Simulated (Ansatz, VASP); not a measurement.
## One calculation of YV, two programs

INCAR

```
SYSTEM = YV
ALGO = Normal
EDIFF = 1E-6
ENCUT = 520
GGA = PE
ISIF = 2
ISMEAR = 0
ISPIN = 2
LASPH = .TRUE.
LCHARG = .TRUE.
LELF = .TRUE.
LMAXMIX = 4
LORBIT = 11
LREAL = .FALSE.
LVHAR = .TRUE.
LWAVE = .FALSE.
MAGMOM = 2 0
NBANDS = 23
NELM = 150
PREC = Accurate
SIGMA = 0.1
```

Contents of KPOINTS:

```
k-points
0
G
  12 12 12
  0 0 0
```

File POSCAR:

```
YV
1.0
    3.6142622652      0.0000000000      0.0000000000
    0.0000000000      3.6142622652      0.0000000000
    0.0000000000      0.0000000000      3.6142622652
V Y
1 1
Direct
    0.0000000000      0.0000000000      0.0000000000
    0.5000000000      0.5000000000      0.5000000000
```

Input for Ansatz:

```yaml
crystal:
  lattice:
    - [3.6142622652, 0.0, 0.0]
    - [0.0, 3.6142622652, 0.0]
    - [0.0, 0.0, 3.6142622652]
  atoms:
    - { symbol: V, position: [0.0, 0.0, 0.0], spin: 2.0 }
    - { symbol: "Y", position: [0.5, 0.5, 0.5] }
basis:
  ecutwfc: 420
kpoints:
  mp_grid: { grid: [12, 12, 12] }
hamiltonian:
  xc: pbe
scf:
  occupations: { method: gaussian, width: 0.1 }
  lower_state_search: "off"
output:
  forces: true
  stress: true
  eigenvalues: true
  populations: true
magnetization:
  spin_polarized: true
```

Alike in both runs: task single point; functional PBE; k mesh 12 × 12 × 12; occupations gaussian, width 0.1 eV; collinear spin.

|  | VASP | Ansatz |
| --- | --- | --- |
| version | VASP 6.6.1 | Ansatz 0.2.0 |
| potentials or method | VASP PAW PBE potentials, release 64 (V_sv, Y_sv), cutoff 520 eV | scalar-relativistic, plane waves, PAW |
| valence electrons in the cell | 24 | 24 |

|  | VASP | Ansatz | Ansatz less VASP |
| --- | --- | --- | --- |
| gap on the k mesh at the Fermi level (eV) | none | none | - |
| pressure (GPa) | 0.0 | 0.0 | +0.03 |
| net moment per atom (μB) | 1.74 | 1.74 | -0.003 |
| size of the moment on the site where the two differ most (μB) | 2.44 | 2.63 | +0.185 |

Site moments also hang on the region over which each program counts them. A gap of «none» marks a metal or a gap that the smearing closes. The functional is the same, so the differences come from potentials, cutoffs and numerics.
